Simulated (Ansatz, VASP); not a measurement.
## AgCl in VASP and in Ansatz

```xyz
2
Lattice="3.5470 0.0000 0.0000 0.0000 3.3956 0.0000 0.0000 0.0000 3.3956" Properties=species:S:1:pos:R:3 pbc="T T T"
Ag    0.0000    0.0000    0.0000
Cl    1.7735    1.6978    1.6978
```

Change from the starting cell: uniaxial_x strain +4.5%.

Alike in both runs: task single point; functional PBE; k mesh 8 × 8 × 8; occupations fermi-dirac, width 0.02 eV; no spin polarisation.

```csv
,VASP,Ansatz
version,VASP 6.6.1,Ansatz 0.2.0
potentials or method,"VASP PAW PBE potentials, release 64 (Ag_sv_GW, Cl)","plane waves, PAW"
plane-wave cutoff (eV),630,420
valence electrons in the cell,26,26
```

Ansatz gave:

* pressure (GPa): -0.6
* traceless stress, the component that is largest in VASP (GPa): -1.34

Task: Estimate VASP's values.

Result: Pressure (GPa): -0.8; traceless stress, the component that is largest in VASP (GPa): -1.34.

The functional is the same, so the differences come from potentials, cutoffs and numerics.
